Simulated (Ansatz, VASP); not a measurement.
**MgO: VASP beside Ansatz**

INCAR

```
PREC     = Accurate       # precision mode
ENCUT    = 600            # plane-wave cutoff, eV
EDIFF    = 1E-6           # SCF threshold, eV
ISMEAR   = -1             # smearing method
SIGMA    = 0.02           # smearing width, eV
LREAL    = False          # projectors in reciprocal space
LASPH    = True           # aspherical terms in the spheres
NELM     = 120            # most SCF steps
ALGO     = Normal         # electronic algorithm
ISIF     = 2              # what is computed and relaxed
LWAVE    = False          # write WAVECAR
LCHARG   = False          # write CHGCAR
GGA      = CA             # functional
NBANDS   = 11             # bands
GGA_COMPAT= False
```

The input KPOINTS:

```
Automatic mesh
0
Gamma
  8 8 8
```

File POSCAR:

```
MgO
1.0
    0.0000000000      2.1061000000      2.1061000000
    2.1061000000      0.0000000000      2.1061000000
    2.1061000000      2.1061000000      0.0000000000
Mg O
1 1
Direct
    0.0000000000      0.0000000000      0.0000000000
    0.5000000000      0.5000000000      0.5000000000
```

Input for Ansatz:

```yaml
crystal:
  lattice:
    - [0.0, 2.1061, 2.1061]
    - [2.1061, 0.0, 2.1061]
    - [2.1061, 2.1061, 0.0]
  atoms:
    - { symbol: Mg, position: [0.0, 0.0, 0.0] }
    - { symbol: O, position: [0.5, 0.5, 0.5] }
hamiltonian:
  xc: lda
  pseudopotentials: { kind: paw }
basis:
  ecutwfc: 420
kpoints:
  mp_grid: { grid: [8, 8, 8] }
scf:
  occupations: { method: fermi_dirac, width: 0.02 }
  lower_state_search: "off"
  algorithm: density_mixing
  max_iter: 60
  mixing: { algorithm: broyden, ndim: 8, beta: 0.7, preconditioner: none }
output:
  forces: true
  stress: true
```

Alike in both runs: task single point; functional LDA; k mesh 8 × 8 × 8; occupations fermi-dirac, width 0.02 eV; no spin polarisation.

|  | VASP | Ansatz |
| --- | --- | --- |
| version | VASP 6.6.1 | Ansatz 0.2.0 |
| potentials or method | VASP PAW LDA potentials, release 64 (Mg, O), cutoff 600 eV | PAW, plane waves, scalar-relativistic |
| valence electrons in the cell | 8 | 16 |

Ansatz gave:

- pressure (GPa): -6.1

Task: Estimate VASP's values.

Result: Pressure (GPa): -8.0.

LDA's correlation is that of Perdew and Zunger in VASP and of Perdew and Wang (1992) in Ansatz. VASP's potentials hold 8 valence electrons a cell and Ansatz's 16, so a difference there can come from the potentials and not from the codes.
